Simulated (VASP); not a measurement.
# Se (Im-3m) in VASP: notebook

The runs below take Se through single point, with PBEsol, r2SCAN, PBE.

Everything below comes from runs of VASP 6.6.1. Logs are shortened: lines on timing, memory, paths and dates and some standing lists are left out, and cuts for length are marked.

## 1. The cell of the first run

Symmetry: Im-3m, No. 229, cubic system. The conventional cell has a = 3.390 Å, b = 3.390 Å, c = 3.390 Å, α = 90.00°, β = 90.00°, γ = 90.00°. Within 3.9 Å of Se (site symmetry m-3m) lie 14 Se at 2.94 to 3.39 Å.

This isn't the form of Se at room conditions, which is trigonal, of chains.

## 2. Single point, PBEsol (strained)

Input file INCAR:

```
PREC = Accurate ; ENCUT = 500
EDIFF = 1E-6 ; ISMEAR = 0
SIGMA = 0.1 ; LREAL = False
LASPH = True ; NELM = 120
ALGO = Normal ; ISIF = 2
LWAVE = False ; LCHARG = True
GGA = PS ; LELF = True
LVHAR = True ; NBANDS = 9
GGA_COMPAT = False
```

Input file KPOINTS:

```
Automatic mesh
0
Gamma
  18 18 18
```

Input file POSCAR:

```
Se
1.0
   -1.6949824753      1.6949824753      1.6949824753
    1.6949824753     -1.6949824753      1.6949824753
    1.6949824753      1.6949824753     -1.6949824753
Se
1
Direct
    0.0000000000      0.0000000000      0.0000000000
```

Potentials or basis: VASP PAW PBE potentials, release 64 (Se).

On the command line:

```sh
> cat potpaw_PBE.64/Se/POTCAR > POTCAR
> mpirun -np 1 vasp_std > vasp.out
```

OUTCAR:

```text
PREC = Accurate
   ENCUT = 500
   EDIFF = 1E-6
   ISMEAR = 0
   LREAL = False
   LASPH = True
   NELM = 120
   ISIF = 2
   GGA = PS

 ion  position               nearest neighbor table
   1  0.000  0.000  0.000-

  LATTYP: Found a body centered cubic cell.
 ALAT       =     3.3899649506

  Lattice vectors:

 A1 = (  -1.6949824753,   1.6949824753,   1.6949824753)
 A2 = (   1.6949824753,  -1.6949824753,   1.6949824753)
 A3 = (   1.6949824753,   1.6949824753,  -1.6949824753)

Analysis of symmetry for initial positions (statically):
=====================================================================
 Subroutine PRICEL returns:
 Original cell was already a primitive cell.

 Routine SETGRP: Setting up the symmetry group for a
 body centered cubic supercell.

 Subroutine GETGRP returns: Found 48 space group operations
 (whereof 48 operations were pure point group operations)
 out of a pool of 48 trial point group operations.

The static configuration has the point symmetry O_h .

Analysis of symmetry for dynamics (positions and initial velocities):
=====================================================================
 Subroutine PRICEL returns:
 Original cell was already a primitive cell.

 Routine SETGRP: Setting up the symmetry group for a
 body centered cubic supercell.

 Subroutine GETGRP returns: Found 48 space group operations
 (whereof 48 operations were pure point group operations)
 out of a pool of 48 trial point group operations.

The dynamic configuration has the point symmetry O_h .

 Subroutine INISYM returns: Found 48 space group operations
 (whereof 48 operations are pure point group operations),
 and found     1 'primitive' translations

----------------------------------------------------------------------------------------

                                     Primitive cell

  volume of cell :      19.4785

  direct lattice vectors                    reciprocal lattice vectors
    -1.694982475  1.694982475  1.694982475     0.000000000  0.294988301  0.294988301
     1.694982475 -1.694982475  1.694982475     0.294988301  0.000000000  0.294988301
     1.694982475  1.694982475 -1.694982475     0.294988301  0.294988301  0.000000000

  length of vectors
     2.935795765  2.935795765  2.935795765     0.417176456  0.417176456  0.417176456

  position of ions in fractional coordinates (direct lattice)
     0.000000000  0.000000000  0.000000000
[... 78 lines left out ...]
   EDIFFG = 0.1E-04   stopping-criterion for IOM
   NSW    =      0    number of steps for IOM
   IBRION =     -1    ionic relax: 0-MD 1-quasi-New 2-CG
   NFREE  =      0    steps in history (QN), initial steepest desc. (CG)
   ISIF   =      2    stress and relaxation
   ISYM   =      2    0-nonsym 1-usesym 2-fastsym
   POTIM  = 0.5000    time-step for ionic-motion
   TEBEG  =    0.0;   TEEND  =   0.0 temperature during run
   PSTRESS=    0.0 pullay stress
   NELECT =       6.0000    total number of electrons
   NUPDOWN=      -1.0000    fix difference up-down
   EMIN   =  10.00;   EMAX   =-10.00  energy-range for DOS
   EFERMI =   0.00;   METHOD = LEGACY
   ISMEAR =     0;   SIGMA  =   0.10  broadening in eV -4-tet -1-fermi 0-gaus
   EFERMI_NEDOS =   21; number of points for ismear=-14 and -15
   IALGO  =     38    algorithm
   IMIX   =      4    mixing-type and parameters
     AMIX     =   0.40;   BMIX     =  1.00
     AMIX_MAG =   1.60;   BMIX_MAG =  1.00
  volume/ion in A,a.u.               =      19.48       131.45
  Fermi-wavevector in a.u.,A,eV,Ry     =   1.105622  2.089323 16.631764  1.222400
  Thomas-Fermi vector in A             =   2.242112
   LORBIT       =      0    0 simple, 1 ext, 2 COOP (PROOUT), +10 PAW based schemes
   GGA     = PS    functional components
   LHFCALC =     F    Hartree Fock is set to
   AEXX    =    0.0000 exact exchange contribution
   IVDW    =     0    specifies the selected vdW correction
   LEPSILON=     F    determine dielectric tensor
   LRPA    =     F    only Hartree local field effects (RPA)
 non-spin polarized calculation
 Gauss-broadening in eV      SIGMA  =   0.10
  energy-cutoff  :      500.00
  volume of cell :       19.48
 maximum number of plane-waves:       531
 NGX is ok and might be reduce to    24
   NGX = 11   NGY = 11   NGZ = 11

 number of electron       6.0000001 magnetization

 Free energy of the ion-electron system (eV)
  ---------------------------------------------------
  ext. energy  EPLUGINS =         0.00000000
  ---------------------------------------------------
  free energy    TOTEN  =        -3.39967121 eV

  energy without entropy =       -3.39680986  energy(sigma->0) =       -3.39824053

 E-fermi :   5.9717     XC(G=0): -10.9171

 val. band max:        5.9670253523   @ k =   0.2778   0.2778   0.0556
 cond. band min:       5.9833982854   @ k =   0.1667   0.1667   0.0000
 fundamental gap:      0.0163729330
 Fermi energy:         5.9717391478

 k-point     1 :       0.0000    0.0000    0.0000
  band No.  band energies     occupation
      1     -10.6001      2.00000
      2       9.1250      0.00000
      3       9.1250      0.00000
      4       9.1250      0.00000
      5      17.5189      0.00000
      6      18.4161      0.00000
      7      18.4161      0.00000
      8      18.4161      0.00000
      9      21.4350      0.00000
[... 265 lines left out ...]
 k-point    24 :       0.3889    0.1111    0.0000
  band No.  band energies     occupation
      1      -6.9850      2.00000
      2      -0.5406      2.00000
      3       5.0338      2.00000
      4       7.5532      0.00000
      5      13.7383      0.00000
      6      15.5613      0.00000
      7      21.2767      0.00000
      8      23.5155      0.00000
      9      25.9079      0.00000

 [... further k-points ...]

------------------------ aborting loop because EDIFF is reached ----------------------------------------

  FORCE on cell =-STRESS in cart. coord.  units (eV):
  Direction    XX          YY          ZZ          XY          YZ          ZX
  --------------------------------------------------------------------------------------
  -------------------------------------------------------------------------------------
  Total       -0.1232627     -0.1232627     -0.1232627     -0.0000000     -0.0000000     -0.0000000
  in kB      -10.1388058    -10.1388058    -10.1388058     -0.0000000     -0.0000000     -0.0000000
  external PRESSURE =     -10.1388058 kB  Pullay stress =       0.0000000 kB

 VOLUME and BASIS-vectors are now :
 -----------------------------------------------------------------------------
  energy-cutoff  :      500.00
  volume of cell :       19.48
      direct lattice vectors                 reciprocal lattice vectors
    -1.694982475  1.694982475  1.694982475     0.000000000  0.294988301  0.294988301
     1.694982475 -1.694982475  1.694982475     0.294988301  0.000000000  0.294988301
     1.694982475  1.694982475 -1.694982475     0.294988301  0.294988301  0.000000000

 POSITION                                       TOTAL-FORCE (eV/Angst)
 -----------------------------------------------------------------------------------
      0.00000      0.00000      0.00000        -0.000000      0.000000     -0.000000
 -----------------------------------------------------------------------------------
    total drift:                               -0.000000     -0.000000      0.000000

  FREE ENERGIE OF THE ION-ELECTRON SYSTEM (eV)
  ---------------------------------------------------
  free  energy   TOTEN  =        -3.3996712140 eV

  energy  without entropy=       -3.3968098554  energy(sigma->0) =       -3.39824053
```

OSZICAR:

```text
N       E                     dE             d eps       ncg     rms          rms(c)
DAV:   1     0.899193673406E+01    0.89919E+01   -0.29354E+03  3510   0.562E+02
DAV:   2    -0.312413244417E+01   -0.12116E+02   -0.11718E+02  4776   0.771E+01
DAV:   3    -0.340169681228E+01   -0.27756E+00   -0.27471E+00  4151   0.103E+01
DAV:   4    -0.340220436650E+01   -0.50755E-03   -0.50752E-03  4786   0.490E-01
DAV:   5    -0.340220466672E+01   -0.30022E-06   -0.29998E-06  4150   0.106E-02    0.338E+00
DAV:   6    -0.340010015990E+01    0.21045E-02   -0.30019E-03  3982   0.277E-01    0.200E+00
DAV:   7    -0.339968694281E+01    0.41322E-03   -0.48708E-03  3895   0.359E-01    0.784E-02
DAV:   8    -0.339967111544E+01    0.15827E-04   -0.14339E-04  3815   0.692E-02    0.830E-03
DAV:   9    -0.339967121398E+01   -0.98546E-07   -0.11216E-06  4425   0.887E-03
   1 F= -.33996712E+01 E0= -.33982405E+01  d E =-.286136E-02
```

Run time: 20 s. Hardware: 1 thread of AMD EPYC 7R43 (Zen 3), shared host; peak memory 0.12 GiB.

Results:

| Item | Value |
| --- | --- |
| Free energy | -3.3997 eV |
| Pressure | -1.0 GPa |
| Band gap on the k mesh | zero (bands 3 and 4 overlap by 6.59 eV) |

Caveat: the cell differs from its parent crystal (strained); the PAW data sets were made with another functional, which shifts forces and pressure a little.

## 3. Single point, r2SCAN (strained)

Input file POSCAR:

```
Se
1.0
   -1.7158497208      1.7158497208      1.7158497208
    1.7158497208     -1.7158497208      1.7158497208
    1.7158497208      1.7158497208     -1.7158497208
Se
1
Direct
    0.0000000000      0.0000000000      0.0000000000
```

Input file INCAR.step1:

```
SYSTEM = Se
ALGO     = Normal         ! electronic algorithm
EDIFF    = 1E-5           ! SCF threshold, eV
ENCUT    = 550            ! plane-wave cutoff, eV
GGA      = PE             ! functional
GGA_COMPAT= .False.      
ISMEAR   = 0              ! smearing method
LASPH    = .True.         ! aspherical terms in the spheres
LCHARG   = .False.        ! write CHGCAR
LREAL    = .False.        ! projectors in reciprocal space
LWAVE    = .True.         ! write WAVECAR
NBANDS   = 9              ! bands
NELM     = 120            ! most SCF steps
PREC     = Accurate       ! precision mode
SIGMA    = 0.1            ! smearing width, eV
```

Input file INCAR.step2:

```
SYSTEM = Se
ALGO     = Normal         ! electronic algorithm
EDIFF    = 1E-6           ! SCF threshold, eV
ENCUT    = 550            ! plane-wave cutoff, eV
GGA_COMPAT= .False.      
ISIF     = 2              ! what is computed and relaxed
ISMEAR   = 0              ! smearing method
ISTART   = 1            
LASPH    = .True.         ! aspherical terms in the spheres
LCHARG   = .False.        ! write CHGCAR
LMIXTAU  = .True.       
LREAL    = .False.        ! projectors in reciprocal space
LWAVE    = .False.        ! write WAVECAR
METAGGA  = R2SCAN         ! meta-GGA
NBANDS   = 9              ! bands
NELM     = 120            ! most SCF steps
PREC     = Accurate       ! precision mode
SIGMA    = 0.1            ! smearing width, eV
```

Input file KPOINTS:

```
k-points
0
Gamma
  18 18 18
  0 0 0
```

Potentials or basis: VASP PAW PBE potentials, release 64 (Se).

On the command line:

```sh
> cat potpaw_PBE.64/Se/POTCAR > POTCAR
> cp INCAR.step1 INCAR
> mpirun -np 1 vasp_std > vasp.out
> cp INCAR.step2 INCAR
> mpirun -np 1 vasp_std > vasp.out
```

OUTCAR:

```text
SYSTEM = Se
   EDIFF = 1E-6
   ENCUT = 550
   ISIF = 2
   ISMEAR = 0
   ISTART = 1
   LASPH = .True.
   LREAL = .False.
   METAGGA = R2SCAN
   NELM = 120
   PREC = Accurate

 ion  position               nearest neighbor table
   1  0.000  0.000  0.000-

  LATTYP: Found a body centered cubic cell.
 ALAT       =     3.4316994416

  Lattice vectors:

 A1 = (  -1.7158497208,   1.7158497208,   1.7158497208)
 A2 = (   1.7158497208,  -1.7158497208,   1.7158497208)
[... 467 lines left out ...]
      9      26.2866      0.00000

 [... further k-points ...]

------------------------ aborting loop because EDIFF is reached ----------------------------------------

  FORCE on cell =-STRESS in cart. coord.  units (eV):
  Direction    XX          YY          ZZ          XY          YZ          ZX
  --------------------------------------------------------------------------------------
  -------------------------------------------------------------------------------------
  Total        0.0051708      0.0051708      0.0051708      0.0000000      0.0000000      0.0000000
  in kB        0.4099907      0.4099907      0.4099907      0.0000000      0.0000000      0.0000000
  external PRESSURE =       0.4099907 kB  Pullay stress =       0.0000000 kB

 VOLUME and BASIS-vectors are now :
 -----------------------------------------------------------------------------
  energy-cutoff  :      550.00
  volume of cell :       20.21
      direct lattice vectors                 reciprocal lattice vectors
    -1.715849721  1.715849721  1.715849721     0.000000000  0.291400811  0.291400811
     1.715849721 -1.715849721  1.715849721     0.291400811  0.000000000  0.291400811
     1.715849721  1.715849721 -1.715849721     0.291400811  0.291400811  0.000000000

 POSITION                                       TOTAL-FORCE (eV/Angst)
 -----------------------------------------------------------------------------------
      0.00000      0.00000      0.00000         0.000000      0.000000      0.000000
 -----------------------------------------------------------------------------------
    total drift:                               -0.000000     -0.000000      0.000000

  FREE ENERGIE OF THE ION-ELECTRON SYSTEM (eV)
  ---------------------------------------------------
  free  energy   TOTEN  =       -13.5988324058 eV

  energy  without entropy=      -13.5957359594  energy(sigma->0) =      -13.59728418
```

Wall time 2 min (1 thread of AMD EPYC 7R43 (Zen 3), shared host); peak memory 0.14 GiB.

Results:

| Item | Value |
| --- | --- |
| Free energy | -13.5988 eV |
| Pressure | 0.0 GPa |
| Band gap on the k mesh | zero (bands 3 and 4 overlap by 6.57 eV) |

Caveat: the cell differs from its parent crystal (strained); the PAW data sets were made with another functional, which shifts forces and pressure a little.

(Continued in part 2 of 2.)
